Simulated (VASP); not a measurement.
Input of a VASP 6.6.1 run:

File INCAR:

```
  ALGO = Normal
  DIPOL = 0.5 0.5 0.500
  EDIFF = 1E-7
  ENCUT = 520
  IDIPOL = 3
  ISIF = 2
  ISMEAR = -1
  LASPH = True
  LCHARG = False
  LDIPOL = True
  LREAL = False
  LWAVE = False
  NBANDS = 36
  NELM = 80
  PREC = Accurate
  SIGMA = 0.05
```

The input KPOINTS:

```
k-points
0
Gamma
  19 19 1
```

The input POSCAR:

```
Cu
1.0
    2.4873735450      0.0000000000      0.0000000000
   -1.2436867725      2.1541286787      0.0000000000
    0.0000000000      0.0000000000     24.1237000000
Cu
5
Direct
    0.8333333333      0.1666666667      0.3326081044
    0.1666666667      0.8333333333      0.4158717717
    0.5000000000      0.5000000000      0.4999999547
    0.8333333333      0.1666666667      0.5841282051
    0.1666666667      0.8333333333      0.6673919640
```

Potentials or basis: VASP PAW LDA potentials, release 64 (Cu).

The run is started by

```console
$ cat potpaw_LDA.64/Cu/POTCAR > POTCAR
$ mpirun -np 1 vasp_std > vasp.out
```

**Question.** Estimate the band gap on the k mesh.

**Answer.** Zero (an odd number of electrons rules out a gap without spin polarisation).

**Question.** What does it give for the largest force?

**Answer.** 0.031 eV/Å.

Forces on the atoms (eV/Å):
```
Cu   0.000  0.000 -0.031
Cu   0.000  0.000  0.003
Cu   0.000  0.000  0.000
Cu   0.000  0.000 -0.003
Cu   0.000  0.000  0.031
```
